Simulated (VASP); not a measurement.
Set up this calculation in VASP 6.6.1, as the native input.

| Property | Result |
| --- | --- |
| Task | single point |
| Functional | PBE |
| Potentials or basis | VASP PAW PBE potentials, release 64 (Mg, C) |
| Cutoff | 520 eV |
| k mesh | 16 × 16 × 16 |
| Occupations | gaussian, width 0.1 eV |
| Spin | no spin polarisation |
| Dipole correction | no |
| Further INCAR settings | ALGO = Normal; EDIFF = 1e-07; NBANDS = 11 |

The structure of Mg2C lies in POSCAR:

```
Mg2C
1.0
    0.0000000000      2.2320434397      5.4511362843
    1.8540934891      0.0000000000      5.4511362843
    1.8540934891      2.2320434397      0.0000000000
Mg C
2 1
Direct
    0.1222913392      0.1222913392      0.8777086608
    0.8777086608      0.8777086608      0.1222913392
    0.5000000000      0.5000000000      0.5000000000
```

One way to write it, as run:

INCAR

```
SYSTEM = Mg2C
PREC = Accurate
ENCUT = 520
EDIFF = 1E-7
ISMEAR = 0
SIGMA = 0.1
LREAL = .False.
LASPH = .True.
NELM = 80
ALGO = Normal
ISIF = 2
LWAVE = .False.
LCHARG = .False.
GGA = PE
NBANDS = 11
```

KPOINTS

```
Automatic mesh
0
Gamma
  16 16 16
  0 0 0
```

Potentials or basis: VASP PAW PBE potentials, release 64 (Mg, C).

Run with:

```console
$ cat potpaw_PBE.64/Mg/POTCAR potpaw_PBE.64/C/POTCAR > POTCAR
$ mpirun -np 1 vasp_std > vasp.out
```

Results of the run:

- Pressure: -0.2 GPa
- Band gap on the k mesh: zero (bands 4 and 5 overlap by 1.99 eV)

It took 6.7 min on 1 thread of Intel(R) Xeon(R) Platinum 8259CL CPU @ 2.50GHz (Skylake/Cascade Lake), on a shared host, peak memory 0.49 GiB.
